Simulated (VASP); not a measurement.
Here is a VASP 6.6.1 calculation.

POSCAR

```
Ga2PN
1.0
    3.4952421177      0.0000000000      0.0000000000
    0.0000000000      3.4952421177      0.0000000000
    0.0000000000      0.0000000000      4.9070501177
N Ga P
1 2 1
Direct
    0.0000000000      0.0000000000      0.0000000000
    0.0000000000      0.5000000000      0.7927838361
    0.5000000000      0.0000000000      0.2072161639
    0.5000000000      0.5000000000      0.5000000000
```

INCAR.step1

```
PREC = Accurate
ENCUT = 520
ISMEAR = -1
SIGMA = 0.02
LREAL = False
LASPH = True
NELM = 80
NBANDS = 26
GGA = PE
ALGO = Normal
EDIFF = 1E-4
LWAVE = True
LCHARG = False
```

File INCAR.step2:

```
PREC = Accurate
ENCUT = 520
EDIFF = 1E-6
ISMEAR = -1
SIGMA = 0.02
LREAL = False
LASPH = True
NELM = 80
ALGO = Normal
ISIF = 2
LWAVE = False
LCHARG = True
METAGGA = R2SCAN
LMIXTAU = True
LELF = True
LVHAR = True
NBANDS = 26
ISTART = 1
```

File KPOINTS:

```
Automatic mesh
0
Gamma
  6 6 4
```

Potentials or basis: VASP PAW PBE potentials, release 64 (N, Ga_d, P).

Launch:

```sh
$ cat potpaw_PBE.64/N/POTCAR potpaw_PBE.64/Ga_d/POTCAR potpaw_PBE.64/P/POTCAR > POTCAR
$ cp INCAR.step1 INCAR
$ mpirun -np 1 vasp_std > vasp.out
$ cp INCAR.step2 INCAR
$ mpirun -np 1 vasp_std > vasp.out
```

Predict the largest force.

0.051 eV/Å.

What does it give for the band gap on the k mesh?

Zero (filled and empty bands touch).

Stress tensor (GPa, compression positive):
```
4.35 0.00 0.00
0.00 4.35 0.00
0.00 0.00 4.27
```

Caveat: the cell stands under pressure; semilocal functionals underestimate gaps, so a narrow gap can read as zero; the PAW data sets were made with another functional, which shifts forces and pressure a little.
